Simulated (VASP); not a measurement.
# WC (I4/mmm) in VASP: further runs

The runs below take WC through single point, with PBE.

Everything below comes from runs of VASP 6.6.1. Logs are shortened: lines on timing, memory, paths and dates and some standing lists are left out, and cuts for length are marked.

### 1 The cell of the first run

Symmetry: I4/mmm, No. 139, tetragonal system. Conventional cell: a = 3.097 Å, b = 3.097 Å, c = 4.249 Å, α = 90.00°, β = 90.00°, γ = 90.00°. W (site symmetry 4/mmm) has 6 C at 2.12 to 2.19 Å within 2.8 Å. Within 2.8 Å of C (site symmetry 4/mmm) lie 6 W at 2.12 to 2.19 Å.

### 2 Single point, PBE (strain -0.0300 x Voigt [0, 1, 0, 0, 0, 0])

The input, INCAR:

```
SYSTEM = WC
  ALGO = Normal
  EDIFF = 1E-6
  ENCUT = 520
  GGA = PE
  ISIF = 2
  ISMEAR = 0
  LASPH = .True.
  LCHARG = .True.
  LELF = .True.
  LREAL = .False.
  LVHAR = .True.
  LWAVE = .False.
  NBANDS = 16
  NELM = 80
  PREC = Accurate
  SIGMA = 0.15
```

The input, KPOINTS:

```
k-points
0
Gamma
  24 24 24
  0 0 0
```

The input, POSCAR:

```
WC
1.0
    0.0000000000      2.1243105320      2.1900108577
    2.1900108577      0.0000000000      2.1900108577
    2.1900108577      2.1243105320      0.0000000000
W C
1 1
Direct
    0.0000000000      0.0000000000      0.0000000000
    0.5000000000      0.5000000000      0.5000000000
```

Potentials or basis: VASP PAW PBE potentials, release 64 (W_sv, C).

The run is started by

```sh
$ cat potpaw_PBE.64/W_sv/POTCAR potpaw_PBE.64/C/POTCAR > POTCAR
$ mpirun -np 1 vasp_std > vasp.out
```

OUTCAR:

```text
SYSTEM = WC
   EDIFF = 1E-6
   ENCUT = 520
   GGA = PE
   ISIF = 2
   ISMEAR = 0
   LASPH = .True.
   LREAL = .False.
   NELM = 80
   PREC = Accurate

 ion  position               nearest neighbor table
   1  0.000  0.000  0.000-   2 2.12   2 2.12   2 2.19   2 2.19   2 2.19   2 2.19
   2  0.500  0.500  0.500-   1 2.12   1 2.12   1 2.19   1 2.19   1 2.19   1 2.19

  LATTYP: Found a body centered tetragonal cell.
 ALAT       =     3.0971430567
 C/A-ratio  =     1.3717871555

  Lattice vectors:

 A1 = (   0.0000000000,  -2.1243105320,   2.1900108577)
 A2 = (   0.0000000000,  -2.1243105320,  -2.1900108577)
 A3 = (   2.1900108577,   2.1243105320,   0.0000000000)

Analysis of symmetry for initial positions (statically):
=====================================================================
 Subroutine PRICEL returns:
 Original cell was already a primitive cell.

 Routine SETGRP: Setting up the symmetry group for a
 body centered tetragonal supercell.

 Subroutine GETGRP returns: Found 16 space group operations
 (whereof 16 operations were pure point group operations)
 out of a pool of 16 trial point group operations.

The static configuration has the point symmetry D_4h.

Analysis of symmetry for dynamics (positions and initial velocities):
=====================================================================
 Subroutine PRICEL returns:
 Original cell was already a primitive cell.

 Routine SETGRP: Setting up the symmetry group for a
 body centered tetragonal supercell.

 Subroutine GETGRP returns: Found 16 space group operations
 (whereof 16 operations were pure point group operations)
 out of a pool of 16 trial point group operations.

The dynamic configuration has the point symmetry D_4h.

 Subroutine INISYM returns: Found 16 space group operations
 (whereof 16 operations are pure point group operations),
 and found     1 'primitive' translations

----------------------------------------------------------------------------------------

                                     Primitive cell

  volume of cell :      20.3770

  direct lattice vectors                    reciprocal lattice vectors
     0.000000000  2.124310532  2.190010858    -0.228309370  0.235370485  0.228309370
     2.190010858  0.000000000  2.190010858     0.228309370 -0.235370485  0.228309370
     2.190010858  2.124310532  0.000000000     0.228309370  0.235370485 -0.228309370

  length of vectors
     3.051039625  3.097143057  3.051039625     0.399561763  0.399561763  0.399561763

  position of ions in fractional coordinates (direct lattice)
[... 75 lines left out ...]
   LSORBIT =      F    spin-orbit coupling
   LASPH  =      T    aspherical Exc in radial PAW
   ENCUT  =  520.0 eV  38.22 Ry    6.18 a.u.   5.67  5.76  5.67*2*pi/ulx,y,z
   NELM   =     80;   NELMIN=  2; NELMDL= -5     # of ELM steps
   EDIFF  = 0.1E-05   stopping-criterion for ELM
   LREAL  =      F    real-space projection
   EDIFFG = 0.1E-04   stopping-criterion for IOM
   NSW    =      0    number of steps for IOM
   IBRION =     -1    ionic relax: 0-MD 1-quasi-New 2-CG
   NFREE  =      0    steps in history (QN), initial steepest desc. (CG)
   ISIF   =      2    stress and relaxation
   ISYM   =      2    0-nonsym 1-usesym 2-fastsym
   POTIM  = 0.5000    time-step for ionic-motion
   TEBEG  =    0.0;   TEEND  =   0.0 temperature during run
   PSTRESS=    0.0 pullay stress
   NELECT =      18.0000    total number of electrons
   NUPDOWN=      -1.0000    fix difference up-down
   EMIN   =  10.00;   EMAX   =-10.00  energy-range for DOS
   EFERMI =   0.00;   METHOD = LEGACY
   ISMEAR =     0;   SIGMA  =   0.15  broadening in eV -4-tet -1-fermi 0-gaus
   EFERMI_NEDOS =   21; number of points for ismear=-14 and -15
   IALGO  =     38    algorithm
   IMIX   =      4    mixing-type and parameters
     AMIX     =   0.40;   BMIX     =  1.00
     AMIX_MAG =   1.60;   BMIX_MAG =  1.00
  volume/ion in A,a.u.               =      10.19        68.76
  Fermi-wavevector in a.u.,A,eV,Ry     =   1.570793  2.968367 33.570867  2.467389
  Thomas-Fermi vector in A             =   2.672473
   LORBIT       =      0    0 simple, 1 ext, 2 COOP (PROOUT), +10 PAW based schemes
   GGA     = PE    functional components
   LHFCALC =     F    Hartree Fock is set to
   AEXX    =    0.0000 exact exchange contribution
   IVDW    =     0    specifies the selected vdW correction
   LEPSILON=     F    determine dielectric tensor
   LRPA    =     F    only Hartree local field effects (RPA)
 non-spin polarized calculation
 Gauss-broadening in eV      SIGMA  =   0.15
  energy-cutoff  :      520.00
  volume of cell :       20.38
 maximum number of plane-waves:       560
   NGX = 11   NGY = 11   NGZ = 11

 number of electron      17.9999998 magnetization

 Free energy of the ion-electron system (eV)
  ---------------------------------------------------
  ext. energy  EPLUGINS =         0.00000000
  ---------------------------------------------------
  free energy    TOTEN  =       -21.50597045 eV

  energy without entropy =      -21.49568775  energy(sigma->0) =      -21.50082910

 E-fermi :  12.9196     XC(G=0): -13.9048

 val. band max:       12.9137075871   @ k =   0.0833   0.0417   0.0000
 cond. band min:      12.9198312355   @ k =  -0.2083   0.0000   0.0417
 fundamental gap:      0.0061236484
 Fermi energy:        12.9196026685

 k-point     1 :       0.0000    0.0000    0.0000
  band No.  band energies     occupation
      1     -62.4828      2.00000
      2     -26.4786      2.00000
      3     -26.4727      2.00000
      4     -26.4727      2.00000
      5      -3.1799      2.00000
      6       9.9344      2.00000
[... 433 lines left out ...]
      3     -26.5637      2.00000
      4     -26.5365      2.00000
      5       1.1492      2.00000
      6       3.3628      2.00000
[... 8 lines left out ...]
     15      25.1862      0.00000
     16      25.6087      0.00000

 [... further k-points ...]
[... 5 lines left out ...]
  --------------------------------------------------------------------------------------
  -------------------------------------------------------------------------------------
  Total        0.8491334      3.5405446      0.8491334      0.0000000     -0.0000000      0.0000000
  in kB       66.7645552    278.3813397     66.7645552      0.0000000     -0.0000000      0.0000000
  external PRESSURE =     137.3034834 kB  Pullay stress =       0.0000000 kB

 VOLUME and BASIS-vectors are now :
 -----------------------------------------------------------------------------
  energy-cutoff  :      520.00
  volume of cell :       20.38
      direct lattice vectors                 reciprocal lattice vectors
     0.000000000  2.124310532  2.190010858    -0.228309370  0.235370485  0.228309370
     2.190010858  0.000000000  2.190010858     0.228309370 -0.235370485  0.228309370
     2.190010858  2.124310532  0.000000000     0.228309370  0.235370485 -0.228309370

 POSITION                                       TOTAL-FORCE (eV/Angst)
 -----------------------------------------------------------------------------------
      0.00000      0.00000      0.00000        -0.000000      0.000000      0.000000
      2.19001      2.12431      2.19001         0.000000     -0.000000     -0.000000
 -----------------------------------------------------------------------------------
    total drift:                                0.000000     -0.000000     -0.000000

  FREE ENERGIE OF THE ION-ELECTRON SYSTEM (eV)
  ---------------------------------------------------
  free  energy   TOTEN  =       -21.5059704548 eV

  energy  without entropy=      -21.4956877513  energy(sigma->0) =      -21.50082910
```

OSZICAR:

```text
N       E                     dE             d eps       ncg     rms          rms(c)
DAV:   1     0.110616504137E+03    0.11062E+03   -0.93724E+03 34104   0.126E+03
DAV:   2    -0.217325137649E+02   -0.13235E+03   -0.12762E+03 41264   0.336E+02
DAV:   3    -0.249957141812E+02   -0.32632E+01   -0.32491E+01 36976   0.499E+01
DAV:   4    -0.250118960178E+02   -0.16182E-01   -0.16181E-01 44232   0.399E+00
DAV:   5    -0.250120098161E+02   -0.11380E-03   -0.11380E-03 37016   0.316E-01    0.330E+01
DAV:   6    -0.215936212101E+02    0.34184E+01   -0.84863E+00 43624   0.278E+01    0.871E+00
DAV:   7    -0.215341175667E+02    0.59504E-01   -0.46210E-01 34368   0.542E+00    0.682E+00
DAV:   8    -0.215078697911E+02    0.26248E-01   -0.64189E-02 39616   0.216E+00    0.156E+00
DAV:   9    -0.215060175621E+02    0.18522E-02   -0.31272E-03 37736   0.467E-01    0.112E-01
DAV:  10    -0.215059709210E+02    0.46641E-04   -0.31452E-04 41904   0.195E-01    0.640E-02
DAV:  11    -0.215059715018E+02   -0.58071E-06   -0.13048E-05 38336   0.338E-02    0.200E-02
DAV:  12    -0.215059704495E+02    0.10523E-05   -0.24143E-06 35968   0.159E-02    0.931E-04
DAV:  13    -0.215059704548E+02   -0.53556E-08   -0.54280E-08 18696   0.210E-03
   1 F= -.21505970E+02 E0= -.21500829E+02  d E =-.102827E-01
```

It took 3.5 min on 1 thread of AMD EPYC 9R45 (Zen 5), shared host; peak memory 0.4 GiB.

Results:

```yaml
Free_energy: -21.5060 eV
Pressure: 13.7 GPa
Band_gap_on_the_k_mesh: zero (band 9 reaches 13.93 eV, above the bottom of band 10 at 10.78 eV)
```

Caveat: the cell differs from its parent crystal (strain -0.0300 x Voigt [0, 1, 0, 0, 0, 0]); spin-orbit coupling is left out, which moves the levels of the heavy elements.

### 3 Single point, PBE (strain -0.0150 x Voigt [0, 1, 0, 0, 0, 0])

The input, INCAR:

```
PREC = Accurate
ENCUT = 520
EDIFF = 1E-6
ISMEAR = 0
SIGMA = 0.15
LREAL = False
LASPH = True
NELM = 60
ALGO = Normal
ISIF = 2
LWAVE = False
LCHARG = False
GGA = PE
NBANDS = 16
```

The input, KPOINTS:

```
Automatic mesh
0
Gamma
  24 24 24
```

The input, POSCAR:

```
WC
1.0
    0.0000000000      2.1571606948      2.1900108577
    2.1900108577      0.0000000000      2.1900108577
    2.1900108577      2.1571606948      0.0000000000
W C
1 1
Direct
    0.0000000000      0.0000000000      0.0000000000
    0.5000000000      0.5000000000      0.5000000000
```

Potentials or basis: VASP PAW PBE potentials, release 64 (W_sv, C).

The run is started by

```sh
$ cat potpaw_PBE.64/W_sv/POTCAR potpaw_PBE.64/C/POTCAR > POTCAR
$ mpirun -np 1 vasp_std > vasp.out
```

OUTCAR:

```text
PREC = Accurate
   ENCUT = 520
   EDIFF = 1E-6
   ISMEAR = 0
   LREAL = False
   LASPH = True
   NELM = 60
   ISIF = 2
   GGA = PE

 ion  position               nearest neighbor table
   1  0.000  0.000  0.000-   2 2.16   2 2.16   2 2.19   2 2.19   2 2.19   2 2.19
   2  0.500  0.500  0.500-   1 2.16   1 2.16   1 2.19   1 2.19   1 2.19   1 2.19

  LATTYP: Found a body centered tetragonal cell.
 ALAT       =     3.0971430567
 C/A-ratio  =     1.3930003589

  Lattice vectors:

 A1 = (   0.0000000000,  -2.1571606948,   2.1900108577)
 A2 = (   0.0000000000,  -2.1571606948,  -2.1900108577)
 A3 = (   2.1900108577,   2.1571606948,   0.0000000000)

Analysis of symmetry for initial positions (statically):
=====================================================================
 Subroutine PRICEL returns:
 Original cell was already a primitive cell.

 Routine SETGRP: Setting up the symmetry group for a
 body centered tetragonal supercell.

 Subroutine GETGRP returns: Found 16 space group operations
 (whereof 16 operations were pure point group operations)
 out of a pool of 16 trial point group operations.

The static configuration has the point symmetry D_4h.

Analysis of symmetry for dynamics (positions and initial velocities):
=====================================================================
 Subroutine PRICEL returns:
 Original cell was already a primitive cell.

 Routine SETGRP: Setting up the symmetry group for a
 body centered tetragonal supercell.

 Subroutine GETGRP returns: Found 16 space group operations
 (whereof 16 operations were pure point group operations)
 out of a pool of 16 trial point group operations.

The dynamic configuration has the point symmetry D_4h.

 Subroutine INISYM returns: Found 16 space group operations
 (whereof 16 operations are pure point group operations),
 and found     1 'primitive' translations

----------------------------------------------------------------------------------------

[... 105 lines left out ...]
   EMIN   =  10.00;   EMAX   =-10.00  energy-range for DOS
   EFERMI =   0.00;   METHOD = LEGACY
   ISMEAR =     0;   SIGMA  =   0.15  broadening in eV -4-tet -1-fermi 0-gaus
   EFERMI_NEDOS =   21; number of points for ismear=-14 and -15
   IALGO  =     38    algorithm
   IMIX   =      4    mixing-type and parameters
     AMIX     =   0.40;   BMIX     =  1.00
     AMIX_MAG =   1.60;   BMIX_MAG =  1.00
  volume/ion in A,a.u.               =      10.35        69.82
  Fermi-wavevector in a.u.,A,eV,Ry     =   1.562778  2.953222 33.229175  2.442275
  Thomas-Fermi vector in A             =   2.665647
   LORBIT       =      0    0 simple, 1 ext, 2 COOP (PROOUT), +10 PAW based schemes
   GGA     = PE    functional components
   LHFCALC =     F    Hartree Fock is set to
   AEXX    =    0.0000 exact exchange contribution
   IVDW    =     0    specifies the selected vdW correction
   LEPSILON=     F    determine dielectric tensor
   LRPA    =     F    only Hartree local field effects (RPA)
 non-spin polarized calculation
 Gauss-broadening in eV      SIGMA  =   0.15
  energy-cutoff  :      520.00
  volume of cell :       20.69
 maximum number of plane-waves:       574
   NGX = 11   NGY = 11   NGZ = 11

 number of electron      18.0000000 magnetization

 Free energy of the ion-electron system (eV)
  ---------------------------------------------------
  ext. energy  EPLUGINS =         0.00000000
  ---------------------------------------------------
  free energy    TOTEN  =       -21.54598901 eV

  energy without entropy =      -21.53518945  energy(sigma->0) =      -21.54058923

 E-fermi :  12.6843     XC(G=0): -13.8198

 val. band max:       12.6835456809   @ k =  -0.3333   0.1667   0.0417
 cond. band min:      12.6871863463   @ k =  -0.2083   0.0000   0.0417
 fundamental gap:      0.0036406654
 Fermi energy:        12.6842763512

 k-point     1 :       0.0000    0.0000    0.0000
  band No.  band energies     occupation
      1     -62.7361      2.00000
      2     -26.7293      2.00000
      3     -26.7278      2.00000
      4     -26.7278      2.00000
      5      -3.2806      2.00000
      6       9.8150      2.00000
[... 433 lines left out ...]
      3     -26.8069      2.00000
      4     -26.7935      2.00000
      5       0.9701      2.00000
      6       3.2314      2.00000
[... 8 lines left out ...]
     15      24.9345      0.00000
     16      25.1664      0.00000

 [... further k-points ...]
[... 5 lines left out ...]
  --------------------------------------------------------------------------------------
  -------------------------------------------------------------------------------------
  Total        0.4822405      1.6963661      0.4822405      0.0000000      0.0000000      0.0000000
  in kB       37.3395626    131.3485053     37.3395626      0.0000000      0.0000000      0.0000000
  external PRESSURE =      68.6758768 kB  Pullay stress =       0.0000000 kB

 VOLUME and BASIS-vectors are now :
 -----------------------------------------------------------------------------
  energy-cutoff  :      520.00
  volume of cell :       20.69
      direct lattice vectors                 reciprocal lattice vectors
     0.000000000  2.157160695  2.190010858    -0.228309370  0.231786163  0.228309370
     2.190010858  0.000000000  2.190010858     0.228309370 -0.231786163  0.228309370
     2.190010858  2.157160695  0.000000000     0.228309370  0.231786163 -0.228309370

 POSITION                                       TOTAL-FORCE (eV/Angst)
 -----------------------------------------------------------------------------------
      0.00000      0.00000      0.00000        -0.000000      0.000000      0.000000
      2.19001      2.15716      2.19001         0.000000     -0.000000      0.000000
 -----------------------------------------------------------------------------------
    total drift:                                0.000000     -0.000000     -0.000000

  FREE ENERGIE OF THE ION-ELECTRON SYSTEM (eV)
  ---------------------------------------------------
  free  energy   TOTEN  =       -21.5459890080 eV

  energy  without entropy=      -21.5351894544  energy(sigma->0) =      -21.54058923
```

Wall time 3.4 min (1 thread of AMD EPYC 9R45 (Zen 5), shared host); peak memory 0.41 GiB.

What came out:

| Item | Value |
| --- | --- |
| Free energy | -21.5460 eV |
| Pressure | 6.9 GPa |
| Band gap on the k mesh | zero (band 9 reaches 13.72 eV, above the bottom of band 10 at 10.55 eV) |

Stress tensor (GPa, compression positive):
```
 3.73  0.00  0.00
 0.00 13.13  0.00
 0.00  0.00  3.73
```

Caveat: the cell differs from its parent crystal (strain -0.0150 x Voigt [0, 1, 0, 0, 0, 0]); spin-orbit coupling is left out, which moves the levels of the heavy elements.

### 4 Single point, PBE (strain +0.0150 x Voigt [0, 1, 0, 0, 0, 0])

The input, INCAR:

```
ALGO     = Normal         # electronic algorithm
EDIFF    = 1E-6           # SCF threshold, eV
ENCUT    = 520            # plane-wave cutoff, eV
GGA      = PE             # functional
ISIF     = 2              # what is computed and relaxed
ISMEAR   = 0              # smearing method
LASPH    = True           # aspherical terms in the spheres
LCHARG   = False          # write CHGCAR
LREAL    = False          # projectors in reciprocal space
LWAVE    = False          # write WAVECAR
NBANDS   = 16             # bands
NELM     = 100            # most SCF steps
PREC     = Accurate       # precision mode
SIGMA    = 0.15           # smearing width, eV
```

The input, KPOINTS:

```
k-points
0
Gamma
  24 24 24
```

The input, POSCAR:

```
WC
1.0
    0.0000000000      2.2228610206      2.1900108577
    2.1900108577      0.0000000000      2.1900108577
    2.1900108577      2.2228610206      0.0000000000
W C
1 1
Direct
    0.0000000000      0.0000000000      0.0000000000
    0.5000000000      0.5000000000      0.5000000000
```

The run is started by

```sh
$ cat potpaw_PBE.64/W_sv/POTCAR potpaw_PBE.64/C/POTCAR > POTCAR
$ mpirun -np 1 vasp_std > vasp.out
```

Run time: 3.1 min. Hardware: 1 thread of AMD EPYC 9R45 (Zen 5), shared host; peak memory 0.42 GiB.

Results (log left out):

| Property | Result |
| --- | --- |
| Free energy | -21.5513 eV |
| Pressure | -4.2 GPa |
| Band gap on the k mesh | zero (band 9 reaches 13.20 eV, above the bottom of band 10 at 10.17 eV) |

Stress tensor (GPa, compression positive):
```
-1.73  0.00  0.00
 0.00 -9.27  0.00
 0.00  0.00 -1.73
```

Levels at points of the mesh, in eV from the Fermi level:
| k point | band 5 | band 6 | band 7 | band 8 | band 9 | band 10 | band 11 | band 12 | band 13 | band 14 |
| --- | --- | --- | --- | --- | --- | --- | --- | --- | --- | --- |
| (0.00, 0.00, 0.00) | -15.70 | -2.81 | -2.63 | -2.63 | -1.07 | -1.03 | -1.01 | -1.01 | -0.86 | 6.39 |
| (0.50, 0.00, 0.00) | -11.18 | -9.68 | -6.50 | -6.48 | 0.98 | 1.09 | 2.30 | 4.91 | 8.47 | 8.85 |
| (0.50, 0.50, 0.00) | -13.48 | -5.67 | -5.50 | -2.52 | -2.49 | 0.84 | 2.15 | 2.32 | 5.42 | 7.10 |
| (0.50, 0.00, 0.50) | -13.51 | -5.66 | -5.66 | -2.41 | -2.41 | 0.83 | 2.23 | 2.23 | 5.18 | 7.23 |

Caveat: the cell differs from its parent crystal (strain +0.0150 x Voigt [0, 1, 0, 0, 0, 0]); spin-orbit coupling is left out, which moves the levels of the heavy elements.

### 5 Summary

```csv
cell,gap on the mesh (eV),pressure (GPa)
"a = 3.051, b = 3.097 Å, angles 59.5, 61.0, 59.5°, 2 atoms",none,13.7
"a = 3.074, b = 3.097 Å, angles 59.8, 60.5, 59.8°, 2 atoms",none,6.9
"a = 3.120, b = 3.097 Å, angles 60.2, 59.5, 60.2°, 2 atoms",none,-4.2
```

Alike in all rows: task single point; level PBE; potentials or basis VASP PAW PBE potentials, release 64 (W_sv, C); no spin polarisation; k mesh 24 × 24 × 24; cutoff (eV) 520; smearing gaussian 0.15 eV.

Caveats: spin-orbit coupling is left out, which moves the levels of the heavy elements.

Absolute energies hang on the potentials; compare differences alone.
